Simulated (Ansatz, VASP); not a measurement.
# Zr3O: VASP beside Ansatz

POSCAR

```
Zr3O
1.0
    4.1440791751      0.0000000000      0.0000000000
    0.0000000000      4.1440791751      0.0000000000
    0.0000000000      0.0000000000      4.1440791751
Zr O
3 1
Direct
    0.0000000000      0.5000000000      0.5000000000
    0.5000000000      0.0000000000      0.5000000000
    0.5000000000      0.5000000000      0.0000000000
    0.0000000000      0.0000000000      0.0000000000
```

File INCAR.step1:

```
  PREC = Accurate
  ENCUT = 520
  ISMEAR = 0
  SIGMA = 0.1
  LREAL = False
  LASPH = True
  NELM = 80
  NBANDS = 29
  GGA = PE
  ALGO = Normal
  EDIFF = 1E-4
  LWAVE = True
  LCHARG = False
```

The input INCAR.step2:

```
  PREC = Accurate
  ENCUT = 520
  EDIFF = 1E-7
  ISMEAR = 0
  SIGMA = 0.1
  LREAL = False
  LASPH = True
  NELM = 80
  ALGO = Normal
  ISIF = 2
  LWAVE = False
  LCHARG = True
  METAGGA = R2SCAN
  LMIXTAU = True
  LELF = True
  LVHAR = True
  NBANDS = 29
  ISTART = 1
```

Contents of KPOINTS:

```
Automatic mesh
0
Gamma
  4 4 4
```

Input for Ansatz:

```yaml
crystal:
  lattice:
    - [4.1440791751, 0.0, 0.0]
    - [0.0, 4.1440791751, 0.0]
    - [0.0, 0.0, 4.1440791751]
  atoms:
    - { symbol: Zr, position: [0.0, 0.5, 0.5] }
    - { symbol: Zr, position: [0.5, 0.0, 0.5] }
    - { symbol: Zr, position: [0.5, 0.5, 0.0] }
    - { symbol: O, position: [0.0, 0.0, 0.0] }
basis:
  ecutwfc: 500
kpoints:
  mp_grid: { grid: [4, 4, 4] }
hamiltonian:
  xc: r2scan
scf:
  occupations: { method: gaussian, width: 0.1 }
  lower_state_search: "off"
output:
  forces: true
  stress: true
  eigenvalues: true
```

Alike in both runs: task single point; functional r2SCAN; k mesh 4 × 4 × 4; occupations gaussian, width 0.1 eV; no spin polarisation.

|  | VASP | Ansatz |
| --- | --- | --- |
| version | VASP 6.6.1 | Ansatz 0.2.0 |
| potentials or method | VASP PAW PBE potentials, release 64 (Zr_sv, O), cutoff 520 eV | scalar-relativistic, plane waves, PAW |
| valence electrons in the cell | 42 | 42 |

|  | VASP | Ansatz | Ansatz less VASP |
| --- | --- | --- | --- |
| gap on the k mesh at the Fermi level (eV) | none | none | - |
| pressure (GPa) | 2.4 | 2.3 | -0.09 |

VASP's potentials were made for PBE, not for r2SCAN. A gap of «none» marks a metal or a gap that the smearing closes.

The k mesh is coarse, so the values compare programs but aren't converged.
